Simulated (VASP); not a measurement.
# Li in VASP: further runs

Li is run at these levels: PBE; tasks: single point.

Program: VASP 6.6.1. These are calculated values, not measurements. Logs are shortened: lines on timing, memory, paths and dates and some standing lists are left out, and cuts for length are marked.

## (1) The cell of the first run

The cell holds a slab with vacuum, 6 atoms: a = 4.852 Å, b = 4.852 Å, c = 24.952 Å, α = 90.00°, β = 90.00°, γ = 120.00°.

## (2) Single point, PBE

INCAR reads:

```
SYSTEM = Li
  PREC = Accurate
  ENCUT = 520
  EDIFF = 1E-6
  ISMEAR = -1
  SIGMA = 0.08
  LREAL = .False.
  LASPH = .True.
  NELM = 80
  ALGO = Normal
  ISIF = 2
  LWAVE = .False.
  LCHARG = .False.
  LDIPOL = .True.
  IDIPOL = 3
  DIPOL = 0.5 0.5 0.500
  GGA = PE
  NBANDS = 18
```

KPOINTS reads:

```
regular mesh
0
Gamma
  9 9 1
  0 0 0
```

POSCAR reads:

```
Li
1.0
    4.8518899234      0.0000000000      0.0000000000
   -2.4259449617      4.2018599300      0.0000000000
    0.0000000000      0.0000000000     24.9519000000
Li
6
Direct
    0.1666666665      0.3333333335      0.4007702936
    0.5000000005      0.9999999995      0.4404621761
    0.8333333335      0.6666666665      0.4801540586
    0.1666666665      0.3333333335      0.5198459411
    0.5000000005      0.9999999995      0.5595378239
    0.8333333335      0.6666666665      0.5992297064
```

Potentials or basis: VASP PAW PBE potentials, release 64 (Li_sv).

The run is started by

```sh
$ cat potpaw_PBE.64/Li_sv/POTCAR > POTCAR
$ mpirun -np 1 vasp_std > vasp.out
```

OUTCAR:

```text
SYSTEM = Li
   PREC = Accurate
   ENCUT = 520
   EDIFF = 1E-6
   ISMEAR = -1
   LREAL = .False.
   LASPH = .True.
   NELM = 80
   ISIF = 2
   GGA = PE

 ion  position               nearest neighbor table
   1  0.167  0.333  0.401-
   2  0.500  1.000  0.440-
   3  0.833  0.667  0.480-
   4  0.167  0.333  0.520-
   5  0.500  1.000  0.560-
   6  0.833  0.667  0.599-

  LATTYP: Found a hexagonal cell.
 ALAT       =     4.8518899234
 C/A-ratio  =     5.1427176614

  Lattice vectors:

 A1 = (   4.8518899234,   0.0000000000,   0.0000000000)
 A2 = (  -2.4259449617,   4.2018599300,   0.0000000000)
 A3 = (   0.0000000000,   0.0000000000,  24.9519000000)

Analysis of symmetry for initial positions (statically):
=====================================================================
 Subroutine PRICEL returns:
 Original cell was already a primitive cell.

 Routine SETGRP: Setting up the symmetry group for a
 hexagonal supercell.

 Subroutine GETGRP returns: Found 12 space group operations
 (whereof  4 operations were pure point group operations)
 out of a pool of 24 trial point group operations.

The static configuration has the point symmetry C_2h.
 The point group associated with its full space group is D_3d.

Analysis of symmetry for dynamics (positions and initial velocities):
=====================================================================
 Subroutine PRICEL returns:
 Original cell was already a primitive cell.

 Routine SETGRP: Setting up the symmetry group for a
 hexagonal supercell.

 Subroutine GETGRP returns: Found 12 space group operations
 (whereof  4 operations were pure point group operations)
 out of a pool of 24 trial point group operations.

The dynamic configuration has the point symmetry C_2h.
 The point group associated with its full space group is D_3d.

 Subroutine INISYM returns: Found 12 space group operations
 (whereof  4 operations are pure point group operations),
 and found     1 'primitive' translations

----------------------------------------------------------------------------------------

                                     Primitive cell

  volume of cell :     508.6934

  direct lattice vectors                    reciprocal lattice vectors
     4.851889923  0.000000000  0.000000000     0.206105253  0.118994923  0.000000000
    -2.425944962  4.201859930  0.000000000     0.000000000  0.237989847  0.000000000
     0.000000000  0.000000000 24.951900000     0.000000000  0.000000000  0.040077108
[... 87 lines left out ...]
   POTIM  = 0.5000    time-step for ionic-motion
   TEBEG  =    0.0;   TEEND  =   0.0 temperature during run
   PSTRESS=    0.0 pullay stress
   NELECT =      18.0000    total number of electrons
   NUPDOWN=      -1.0000    fix difference up-down
   EMIN   =  10.00;   EMAX   =-10.00  energy-range for DOS
   EFERMI =   0.00;   METHOD = LEGACY
   ISMEAR =    -1;   SIGMA  =   0.08  broadening in eV -4-tet -1-fermi 0-gaus
   EFERMI_NEDOS =   21; number of points for ismear=-14 and -15
   IALGO  =     38    algorithm
   IMIX   =      4    mixing-type and parameters
     AMIX     =   0.40;   BMIX     =  1.00
     AMIX_MAG =   1.60;   BMIX_MAG =  1.00
  volume/ion in A,a.u.               =      84.78       572.14
  Fermi-wavevector in a.u.,A,eV,Ry     =   0.537461  1.015654  3.930238  0.288864
  Thomas-Fermi vector in A             =   1.563246
   LORBIT       =      0    0 simple, 1 ext, 2 COOP (PROOUT), +10 PAW based schemes
   GGA     = PE    functional components
   LHFCALC =     F    Hartree Fock is set to
   AEXX    =    0.0000 exact exchange contribution
   IVDW    =     0    specifies the selected vdW correction
   LEPSILON=     F    determine dielectric tensor
   LRPA    =     F    only Hartree local field effects (RPA)
 non-spin polarized calculation
  energy-cutoff  :      520.00
  volume of cell :      508.69
 maximum number of plane-waves:     13745
   NGX = 19   NGY = 19   NGZ = 93

 number of electron      18.0000039 magnetization

 dipolmoment           0.000000      0.000000      0.000000 electrons x Angstroem

 Free energy of the ion-electron system (eV)
  ---------------------------------------------------
  ext. energy  EPLUGINS =         0.00000000
  ---------------------------------------------------
  free energy    TOTEN  =       -10.04082929 eV

  energy without entropy =       -9.97365658  energy(sigma->0) =      -10.00724294

 E-fermi :  -2.0171     XC(G=0):  -2.4914

 val. band max:       -2.0644000300   @ k =   0.1111   0.1111   0.0000
 cond. band min:      -1.9980388185   @ k =   0.4444   0.1111   0.0000
 fundamental gap:      0.0663612114
 Fermi energy:        -2.0171459773

 k-point     1 :       0.0000    0.0000    0.0000
  band No.  band energies     occupation
      1     -49.6015      2.00000
      2     -49.6014      2.00000
      3     -48.9266      2.00000
      4     -48.9224      2.00000
      5     -48.5235      2.00000
      6     -48.5111      2.00000
[... 229 lines left out ...]
      5     -48.5174      2.00000
      6     -48.5174      2.00000
[... 10 lines left out ...]
     17       2.0632      0.00000
     18       2.6109      0.00000

------------------------ aborting loop because EDIFF is reached ----------------------------------------

 vacuum level on the upper side and lower side of the slab       (xc-potential included)        -0.173        -0.173

  FORCE on cell =-STRESS in cart. coord.  units (eV):
  Direction    XX          YY          ZZ          XY          YZ          ZX
  --------------------------------------------------------------------------------------
  -------------------------------------------------------------------------------------
  Total       -0.7326701     -0.7326701     -0.4604357     -0.0000000      0.0000000      0.0000000
  in kB       -2.3076126     -2.3076126     -1.4501850     -0.0000000      0.0000000      0.0000000
  external PRESSURE =      -2.0218034 kB  Pullay stress =       0.0000000 kB

 VOLUME and BASIS-vectors are now :
 -----------------------------------------------------------------------------
  energy-cutoff  :      520.00
  volume of cell :      508.69
      direct lattice vectors                 reciprocal lattice vectors
     4.851889923  0.000000000  0.000000000     0.206105253  0.118994923  0.000000000
    -2.425944962  4.201859930  0.000000000     0.000000000  0.237989847  0.000000000
     0.000000000  0.000000000 24.951900000     0.000000000  0.000000000  0.040077108

 POSITION                                       TOTAL-FORCE (eV/Angst)
 -----------------------------------------------------------------------------------
     -0.00000      1.40062      9.99998         0.000000      0.000000     -0.013215
      0.00000      4.20186     10.99037         0.000000      0.000000      0.162983
      2.42594      2.80124     11.98076        -0.000000      0.000000     -0.051727
     -0.00000      1.40062     12.97114         0.000000     -0.000000      0.051727
      0.00000      4.20186     13.96153        -0.000000     -0.000000     -0.162983
      2.42594      2.80124     14.95192        -0.000000      0.000000      0.013215
 -----------------------------------------------------------------------------------
    total drift:                               -0.000002      0.000001      0.000004

  FREE ENERGIE OF THE ION-ELECTRON SYSTEM (eV)
  ---------------------------------------------------
  free  energy   TOTEN  =       -10.0408292889 eV

  energy  without entropy=       -9.9736565835  energy(sigma->0) =      -10.00724294

 vacuum level on the upper side and lower side of the slab         0.805         0.805
```

OSZICAR:

```text
N       E                     dE             d eps       ncg     rms          rms(c)
DAV:   1     0.587084533512E+02    0.58708E+02   -0.90410E+03   536   0.739E+02
DAV:   2     0.113809021397E+02   -0.47328E+02   -0.46138E+02   552   0.184E+02
DAV:   3    -0.633315120657E+01   -0.17714E+02   -0.17505E+02   802   0.553E+01
[... 12 lines left out ...]
DAV:  16    -0.100407478692E+02   -0.59859E-04   -0.94728E-06   680   0.934E-03    0.546E-03
DAV:  17    -0.100408157696E+02   -0.67900E-04   -0.48503E-06   572   0.597E-03    0.106E-03
DAV:  18    -0.100408228092E+02   -0.70396E-05   -0.45909E-07   504   0.242E-03    0.921E-04
DAV:  19    -0.100408285585E+02   -0.57493E-05   -0.65184E-07   412   0.207E-03    0.229E-04
DAV:  20    -0.100408292889E+02   -0.73034E-06   -0.79827E-08   482   0.122E-03
   1 F= -.10040829E+02 E0= -.10007243E+02  d E =-.671727E-01
```

Wall time 4.5 min (1 thread of Intel Xeon 8259CL, shared host); peak memory 0.52 GiB.

Results:

```yaml
Free_energy: -10.0408 eV
Largest_force: 0.163 eV/Å
Band_gap_on_the_k_mesh: zero (bands 9 and 10 overlap by 0.38 eV)
```

Forces on the atoms (eV/Å):
```
Li   0.000  0.000 -0.013
Li   0.000  0.000  0.163
Li   0.000  0.000 -0.052
Li   0.000  0.000  0.052
Li   0.000  0.000 -0.163
Li   0.000  0.000  0.013
```

Caveat: the cutoff is under 1.25 times the usual one of these potentials, so pressure, stress and relaxed cells hold a basis-set (Pulay) error.

## (3) Single point, PBE

INCAR reads:

```
ALGO = Normal ; DIPOL = 0.5 0.5 0.500
EDIFF = 1E-6 ; ENCUT = 520
GGA = PE ; IDIPOL = 3
ISIF = 2 ; ISMEAR = -1
LASPH = T ; LCHARG = F
LDIPOL = T ; LREAL = F
LWAVE = F ; NBANDS = 18
NELM = 60 ; PREC = Accurate
SIGMA = 0.08
```

KPOINTS reads:

```
k-points
0
Gamma
  9 9 1
```

POSCAR is that of step 2.

Potentials or basis: VASP PAW PBE potentials, release 64 (Li_sv).

The run is started by

```sh
$ cat potpaw_PBE.64/Li_sv/POTCAR > POTCAR
$ mpirun -np 1 vasp_std > vasp.out
```

Wall time 4.9 min (1 thread of Intel Xeon 8259CL, shared host); peak memory 0.52 GiB.

The run converged. Its results:

```
Free energy            : -10.0408 eV
Largest force          : 0.163 eV/Å
Band gap on the k mesh : zero (bands 9 and 10 overlap by 0.38 eV)
```

Forces on the atoms (eV/Å):
```
Li   0.000  0.000 -0.013
Li   0.000  0.000  0.163
Li   0.000  0.000 -0.052
Li   0.000  0.000  0.052
Li   0.000  0.000 -0.163
Li   0.000  0.000  0.013
```

Levels at points of the mesh, in eV from the Fermi level:
| k point | band 6 | band 7 | band 8 | band 9 | band 10 | band 11 | band 12 | band 13 |
| --- | --- | --- | --- | --- | --- | --- | --- | --- |
| (0.00, 0.00, 0.00) | -46.49 | -3.11 | -1.81 | -0.30 | 1.19 | 2.51 | 2.77 | 2.77 |

Caveat: the cutoff is under 1.25 times the usual one of these potentials, so pressure, stress and relaxed cells hold a basis-set (Pulay) error.

## (4) Single point, PBE

INCAR reads:

```
ALGO = Normal ; DIPOL = 0.5 0.5 0.500
EDIFF = 1E-7 ; ENCUT = 520
GGA = PE ; IDIPOL = 3
ISIF = 2 ; ISMEAR = -1
LASPH = True ; LCHARG = True
LDIPOL = True ; LELF = True
LREAL = False ; LVACPOTAV = True
LVHAR = True ; LWAVE = False
NBANDS = 18 ; NELM = 60
PREC = Accurate ; SIGMA = 0.08
```

KPOINTS is that of step 3.

POSCAR reads:

```
Li
1.0
    4.8518899234      0.0000000000      0.0000000000
   -2.4259449617      4.2018599300      0.0000000000
    0.0000000000      0.0000000000     24.9519000000
Li
6
Direct
    0.1666666667      0.3333333333      0.4021053712
    0.5000000000      1.0000000000      0.4444409468
    0.8333333333      0.6666666667      0.4786493434
    0.1666666667      0.3333333333      0.5213506650
    0.5000000000      1.0000000000      0.5555590567
    0.8333333333      0.6666666667      0.5978946165
```

The run is started by

```sh
$ cat potpaw_PBE.64/Li_sv/POTCAR > POTCAR
$ mpirun -np 1 vasp_std > vasp.out
```

It took 5.5 min on 1 thread of Intel Xeon 8259CL, shared host; peak memory 0.52 GiB.

Results (log left out):

- Free energy: -10.0592 eV
- Band gap on the k mesh: zero (bands 9 and 10 overlap by 0.35 eV)

Forces in eV/Å, atoms in the order of the input:
```
Li   0.000  0.000 -0.001
Li   0.000  0.000 -0.002
Li   0.000  0.000 -0.001
Li   0.000  0.000  0.001
Li   0.000  0.000  0.002
Li   0.000  0.000  0.001
```

Levels at points of the mesh, in eV from the Fermi level:
```
           k point  band 6  band 7  band 8  band 9  band 10  band 11  band 12  band 13
(0.00, 0.00, 0.00)  -46.46   -3.14   -1.78   -0.28     1.27     2.50     2.68     2.68
```

Caveat: the cutoff is under 1.25 times the usual one of these potentials, so pressure, stress and relaxed cells hold a basis-set (Pulay) error.

## (5) Single point, PBE

INCAR reads:

```
SYSTEM = Li
ALGO     = Normal         ! electronic algorithm
DIPOL    = 0.5 0.5 0.500
EDIFF    = 1E-6           ! SCF threshold, eV
ENCUT    = 520            ! plane-wave cutoff, eV
GGA      = PE             ! functional
IDIPOL   = 3            
ISIF     = 2              ! what is computed and relaxed
ISMEAR   = -1             ! smearing method
LASPH    = .True.         ! aspherical terms in the spheres
LCHARG   = .True.         ! write CHGCAR
LDIPOL   = .True.       
LELF     = .True.         ! ELF
LREAL    = .False.        ! projectors in reciprocal space
LVACPOTAV= .True.       
LVHAR    = .True.       
LWAVE    = .False.        ! write WAVECAR
NBANDS   = 18             ! bands
NELM     = 60             ! most SCF steps
PREC     = Accurate       ! precision mode
SIGMA    = 0.08           ! smearing width, eV
```

KPOINTS reads:

```
k-points
0
Gamma
  9 9 1
  0 0 0
```

POSCAR is that of step 4.

The run is started by

```sh
$ cat potpaw_PBE.64/Li_sv/POTCAR > POTCAR
$ mpirun -np 1 vasp_std > vasp.out
```

It took 4.9 min on 1 thread of Intel Xeon 8259CL, shared host; peak memory 0.51 GiB.

It converged, with:

| Quantity | Value |
| --- | --- |
| Free energy | -10.0592 eV |
| Band gap on the k mesh | zero (bands 9 and 10 overlap by 0.35 eV) |

Forces in eV/Å, atoms in the order of the input:
```
Li   0.000  0.000 -0.001
Li   0.000  0.000 -0.002
Li   0.000  0.000 -0.001
Li   0.000  0.000  0.001
Li   0.000  0.000  0.002
Li   0.000  0.000  0.001
```

Levels at points of the mesh, in eV from the Fermi level:
| k point | band 5 | band 6 | band 7 | band 8 | band 9 | band 10 | band 11 | band 12 | band 13 | band 14 |
| --- | --- | --- | --- | --- | --- | --- | --- | --- | --- | --- |
| (0.00, 0.00, 0.00) | -46.47 | -46.46 | -3.14 | -1.78 | -0.28 | 1.27 | 2.49 | 2.68 | 2.68 | 2.90 |

Caveat: the cutoff is under 1.25 times the usual one of these potentials, so pressure, stress and relaxed cells hold a basis-set (Pulay) error.

The gap in the log of VASP goes by the Fermi energy; the results here count the filled bands.